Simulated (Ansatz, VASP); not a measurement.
**One calculation of SnO2, two programs**

```
Sn O
1.0
     4.76482    0.00000    0.00000
     0.00000    4.76482    0.00000
     0.00000    0.00000    3.20750
Sn O
2 4
Direct
  0.50000 0.50000 0.50000
  0.00000 0.00000 0.00000
  0.19403 0.80597 0.50000
  0.80597 0.19403 0.50000
  0.30597 0.30597 0.00000
  0.69403 0.69403 0.00000
```

Alike in both runs: functional r2SCAN; k mesh 7 × 7 × 10; occupations fermi-dirac, width 0.01 eV; no spin polarisation.

Ansatz relaxed the structure, and its values are those at the end. VASP's run is a single point on that final structure, the one shown.

```csv
,VASP,Ansatz
version,VASP 6.6.1,Ansatz 0.2.0
potentials or method,"VASP PAW PBE potentials, release 64 (Sn_d, O)","plane-wave PAW, scalar-relativistic"
plane-wave cutoff (eV),520,500
valence electrons in the cell,52,52
```

Ansatz gave:

- gap on the k mesh at the Fermi level (eV): 1.72
- pressure (GPa): -0.9
- rms of the force components (eV/Å): 0.004

**Question.** Estimate VASP's values.

**Answer.** gap on the k mesh at the Fermi level (eV): 1.74; pressure (GPa): 0.2; rms of the force components (eV/Å): 0.009.

VASP's potentials were made for PBE, not for r2SCAN. With one functional, cell and mesh, what is left measures potentials, basis and numerics. Ansatz's warnings: stress scf threshold loose.
